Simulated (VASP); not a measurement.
## TlCClO2: single point with PBEsol

Crystal: TlCClO2.

```
C Cl O Tl
1.0
     2.98873    2.95367    0.00000
     2.98873   -2.95367    0.00000
     0.86437    0.00000   -9.43937
C Cl O Tl
2 2 4 2
Direct
  0.63300 0.36700 0.50000
  0.36700 0.63300 0.50000
  0.27300 0.27300 0.88110
  0.72700 0.72700 0.11890
  0.78800 0.32800 0.61090
  0.67200 0.21200 0.38910
  0.21200 0.67200 0.38910
  0.32800 0.78800 0.61090
  0.77320 0.77320 0.77700
  0.22680 0.22680 0.22300
```

| Property | Result |
| --- | --- |
| Program | VASP 6.6.1 |
| Task | single point |
| Functional | PBEsol |
| Potentials or basis | VASP PAW PBE potentials, release 64 (C_h, Cl, O_h, Tl_d) |
| Cutoff | 1340 eV |
| k mesh | 4 × 4 × 2 |
| Occupations | fermi-dirac, width 0.0184 eV |
| Spin | no spin polarisation |

| Item | Value |
| --- | --- |
| Pressure | -4.0 GPa |
| Largest force | 1.017 eV/Å |
| Band gap on the k mesh | zero (bands 36 and 37 overlap by 0.68 eV) |

Forces in eV/Å, atoms in the order of the input:
```
C    0.000  0.697  0.000
C    0.000 -0.697  0.000
Cl  -0.152  0.000 -0.044
Cl   0.152  0.000  0.044
O   -0.360 -0.314  0.898
O    0.360 -0.314 -0.898
O    0.360  0.314 -0.898
O   -0.360  0.314  0.898
Tl   0.014  0.000 -0.147
Tl  -0.014  0.000  0.147
```

Stress tensor (GPa, compression positive):
```
-2.91  0.00  1.97
 0.00 -3.46  0.00
 1.97  0.00 -5.74
```

Levels at points of the mesh, in eV from the Fermi level:
```
           k point  band 32  band 33  band 34  band 35  band 36  band 37  band 38  band 39  band 40  band 41
(0.00, 0.00, 0.00)    -1.85    -1.38    -1.34    -1.25    -1.03    -0.19     2.51     5.21     5.35     6.13
(0.50, 0.00, 0.00)    -1.50    -1.43    -1.32    -0.75     0.34     0.50     2.85     4.70     4.92     5.83
(0.50, 0.50, 0.00)    -1.82    -1.76    -1.72    -0.82    -0.78    -0.07     3.27     5.90     6.30     6.52
(0.00, 0.00, 0.50)    -1.79    -1.57    -1.11    -1.02    -0.98    -0.30     2.49     4.93     5.52     6.03
(0.50, 0.00, 0.50)    -1.38    -1.31    -1.24    -0.84     0.34     0.54     2.83     4.75     4.78     5.61
(0.50, 0.50, 0.50)    -1.91    -1.64    -1.12    -0.88    -0.39    -0.34     3.15     5.91     6.11     6.29
```

It took 5.7 min on 1 thread of AMD EPYC 9R45 96-Core Processor (Zen 5), on a shared host, peak memory 0.84 GiB.

Caveat: the k points lie up to 0.37 Å⁻¹ apart, too coarse for converged energies and pressures of a metal; the PAW data sets were made with another functional, which shifts forces and pressure a little; spin-orbit coupling is left out, which moves the levels of the heavy elements.
